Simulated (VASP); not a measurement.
# Sr (Im-3m) in VASP: notebook, part 2 of 2

VASP 6.6.1. The steps go on from the part before.

### 3 Electric field gradients, r2SCAN

Input file POSCAR:

```
Sr
1.0
   -2.4250000000      2.4250000000      2.4250000000
    2.4250000000     -2.4250000000      2.4250000000
    2.4250000000      2.4250000000     -2.4250000000
Sr
1
Direct
    0.0000000000      0.0000000000      0.0000000000
```

Input file INCAR.step1:

```
  PREC = Accurate
  ENCUT = 520
  ISMEAR = -1
  SIGMA = 0.05
  LREAL = F
  LASPH = T
  NELM = 80
  NBANDS = 11
  GGA = PE
  ALGO = Normal
  EDIFF = 1E-4
  LWAVE = T
  LCHARG = F
```

Input file INCAR.step2:

```
  PREC = Accurate
  ENCUT = 520
  EDIFF = 1E-8
  ISMEAR = -1
  SIGMA = 0.05
  LREAL = F
  LASPH = T
  NELM = 80
  ALGO = Normal
  ISIF = 2
  LWAVE = F
  LCHARG = F
  METAGGA = R2SCAN
  LMIXTAU = T
  LEFG = T
  NBANDS = 11
  ISTART = 1
```

Input file KPOINTS:

```
regular mesh
0
Gamma
  12 12 12
```

Potentials or basis: VASP PAW PBE potentials, release 64 (Sr_sv).

Started as:

```sh
$ cat potpaw_PBE.64/Sr_sv/POTCAR > POTCAR
$ cp INCAR.step1 INCAR
$ mpirun -np 1 vasp_std > vasp.out
$ cp INCAR.step2 INCAR
$ mpirun -np 1 vasp_std > vasp.out
```

OUTCAR:

```text
PREC = Accurate
   ENCUT = 520
   EDIFF = 1E-8
   ISMEAR = -1
   LREAL = F
   LASPH = T
   NELM = 80
   ISIF = 2
   METAGGA = R2SCAN
   ISTART = 1

 ion  position               nearest neighbor table
   1  0.000  0.000  0.000-

  LATTYP: Found a body centered cubic cell.
 ALAT       =     4.8500000000

  Lattice vectors:

 A1 = (  -2.4250000000,   2.4250000000,   2.4250000000)
 A2 = (   2.4250000000,  -2.4250000000,   2.4250000000)
 A3 = (   2.4250000000,   2.4250000000,  -2.4250000000)

Analysis of symmetry for initial positions (statically):
=====================================================================
 Subroutine PRICEL returns:
 Original cell was already a primitive cell.

[... 518 lines left out ...]
  in kB       -2.2180868     -2.2180868     -2.2180868     -0.0000000      0.0000000      0.0000000
  external PRESSURE =      -2.2180868 kB  Pullay stress =       0.0000000 kB

 VOLUME and BASIS-vectors are now :
 -----------------------------------------------------------------------------
  energy-cutoff  :      520.00
  volume of cell :       57.04
      direct lattice vectors                 reciprocal lattice vectors
    -2.425000000  2.425000000  2.425000000     0.000000000  0.206185567  0.206185567
     2.425000000 -2.425000000  2.425000000     0.206185567  0.000000000  0.206185567
     2.425000000  2.425000000 -2.425000000     0.206185567  0.206185567  0.000000000

 POSITION                                       TOTAL-FORCE (eV/Angst)
 -----------------------------------------------------------------------------------
      0.00000      0.00000      0.00000         0.000000      0.000000      0.000000
 -----------------------------------------------------------------------------------
    total drift:                                0.000000      0.000000      0.000000

  FREE ENERGIE OF THE ION-ELECTRON SYSTEM (eV)
  ---------------------------------------------------
  free  energy   TOTEN  =       -15.0932957592 eV

  energy  without entropy=      -15.0794381966  energy(sigma->0) =      -15.08636698

 Electric field gradients (V/A^2)
---------------------------------------------------------------------
 ion       V_xx      V_yy      V_zz      V_xy      V_xz      V_yz
---------------------------------------------------------------------
   1      -0.000    -0.000    -0.000    -0.000    -0.000    -0.000
---------------------------------------------------------------------

 Electric field gradients after diagonalization (V/A^2)
 (convention: |V_zz| > |V_xx| > |V_yy|)
----------------------------------------------------------------------
 ion       V_xx      V_yy      V_zz     asymmetry (V_yy - V_xx)/ V_zz
----------------------------------------------------------------------
   1       0.000     0.000    -0.000       0.000
----------------------------------------------------------------------

           NMR quadrupolar parameters

 Cq : quadrupolar parameter    Cq=e*Q*V_zz/h
 eta: asymmetry parameters     (V_yy - V_xx)/ V_zz
 Q  : nuclear electric quadrupole moment in mb (millibarn)
----------------------------------------------------------------------
 ion       Cq(MHz)       eta       Q (mb)
----------------------------------------------------------------------
   1      -0.000       0.000       1.000
----------------------------------------------------------------------
```

OUTCAR.step1:

```text
PREC = Accurate
   ENCUT = 520
   ISMEAR = -1
   LREAL = F
   LASPH = T
   NELM = 80
[... 549 lines left out ...]

 POSITION                                       TOTAL-FORCE (eV/Angst)
 -----------------------------------------------------------------------------------
      0.00000      0.00000      0.00000         0.000000      0.000000      0.000000
 -----------------------------------------------------------------------------------
    total drift:                                0.000000      0.000000     -0.000000

  FREE ENERGIE OF THE ION-ELECTRON SYSTEM (eV)
  ---------------------------------------------------
  free  energy   TOTEN  =        -1.6300596278 eV

  energy  without entropy=       -1.6180865178  energy(sigma->0) =       -1.62407307
```

Run time: 1.8 min. Hardware: 1 thread of Intel Xeon Platinum 8488C (Sapphire Rapids), shared host; peak memory 0.21 GiB.

What came out:

```
Free energy                             : -15.0933 eV
Pressure                                : -0.2 GPa
Band gap on the k mesh                  : zero (bands 5 and 6 overlap by 0.43 eV)
Largest electric field gradient by atom : under 0.05 V/Å² on every atom
```

Levels at points of the mesh, in eV from the Fermi level:
```
           k point  band 1  band 2  band 3  band 4  band 5  band 6  band 7  band 8  band 9  band 10
(0.00, 0.00, 0.00)  -38.12  -19.39  -19.39  -19.39   -3.80    2.67    2.67    2.67    3.99     3.99
(0.50, 0.00, 0.00)  -38.11  -19.57  -19.45  -19.39   -0.95    0.06    1.44    3.83    4.49     5.69
(0.50, 0.50, 0.50)  -38.10  -19.51  -19.51  -19.51   -0.08   -0.08    3.71    3.71    3.71     5.30
```

Caveat: the PAW data sets were made with another functional, which shifts forces and pressure a little.
